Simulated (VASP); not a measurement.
Input of a VASP 6.6.1 run:

POSCAR

```
CuAu
1.0
    2.8107494552      0.0000000000      0.0000000000
    0.0000000000      2.8107494552      0.0000000000
    0.0000000000      0.0000000000      3.6850000000
Au Cu
1 1
Direct
    0.0000000000      0.0000000000      0.0000000000
    0.5000000000      0.5000000000      0.5000000000
```

File INCAR.step1:

```
SYSTEM = CuAu
PREC     = Accurate       ! precision mode
ENCUT    = 600            ! plane-wave cutoff, eV
ISMEAR   = -1             ! smearing method
SIGMA    = 0.05           ! smearing width, eV
LREAL    = .False.        ! projectors in reciprocal space
LASPH    = .True.         ! aspherical terms in the spheres
NELM     = 80             ! most SCF steps
GGA      = PE             ! functional
ALGO     = Normal         ! electronic algorithm
EDIFF    = 1E-4           ! SCF threshold, eV
LWAVE    = .True.         ! write WAVECAR
LCHARG   = .False.        ! write CHGCAR
```

INCAR.step2

```
SYSTEM = CuAu
PREC     = Accurate       ! precision mode
ENCUT    = 600            ! plane-wave cutoff, eV
EDIFF    = 1E-6           ! SCF threshold, eV
ISMEAR   = -1             ! smearing method
SIGMA    = 0.05           ! smearing width, eV
LREAL    = .False.        ! projectors in reciprocal space
LASPH    = .True.         ! aspherical terms in the spheres
NELM     = 80             ! most SCF steps
ALGO     = Normal         ! electronic algorithm
ISIF     = 3              ! what is computed and relaxed
LWAVE    = .False.        ! write WAVECAR
LCHARG   = .False.        ! write CHGCAR
METAGGA  = R2SCAN         ! meta-GGA
LMIXTAU  = .True.       
IBRION   = 2              ! ionic algorithm
NSW      = 60             ! ionic steps
EDIFFG   = -0.01          ! ionic threshold
PSTRESS  = 300.0        
ISTART   = 1
```

Contents of KPOINTS:

```
regular mesh
0
Gamma
  9 9 7
  0 0 0
```

Potentials or basis: VASP PAW PBE potentials, release 64 (Au, Cu).

Launch:

```sh
$ cat potpaw_PBE.64/Au/POTCAR potpaw_PBE.64/Cu/POTCAR > POTCAR
$ cp INCAR.step1 INCAR
$ mpirun -np 1 vasp_std > vasp.out
$ cp INCAR.step2 INCAR
$ mpirun -np 1 vasp_std > vasp.out
```

What does it give for the relaxed cell?

a = 2.717 Å, b = 2.717 Å, c = 3.457 Å, α = 90.00°, β = 90.00°, γ = 90.00°.

Predict the band gap on the k mesh.

zero (bands 11 and 12 overlap by 6.40 eV).

Estimate the relaxed volume.

12.76 Å³/atom.

Step by step:
```
step  energy change (eV)  largest force (eV/Å)  pressure (GPa)  volume (Å³)
   1              0.0000                0.0000           -0.19        29.11
   2              4.3352                0.0000          213.62        19.02
   3              0.2342                0.0000           26.20        25.87
   4              0.2696                0.0000           28.55        25.66
   5              0.2928                0.0000           30.09        25.54
   6              0.2925                0.0000           30.09        25.52
   7              0.2964                0.0000           30.24        25.49
   8              0.2960                0.0000           30.19        25.49
   9              0.2958                0.0000           30.21        25.49
  10              0.2824                0.0000           29.39        25.57
  11              0.2917                0.0000           29.97        25.52
```

Caveat: the cell is relaxed towards a set pressure, so the run minimises the enthalpy, not the energy; the PAW data sets were made with another functional, which shifts forces and pressure a little; spin-orbit coupling is left out, which moves the levels of the heavy elements.
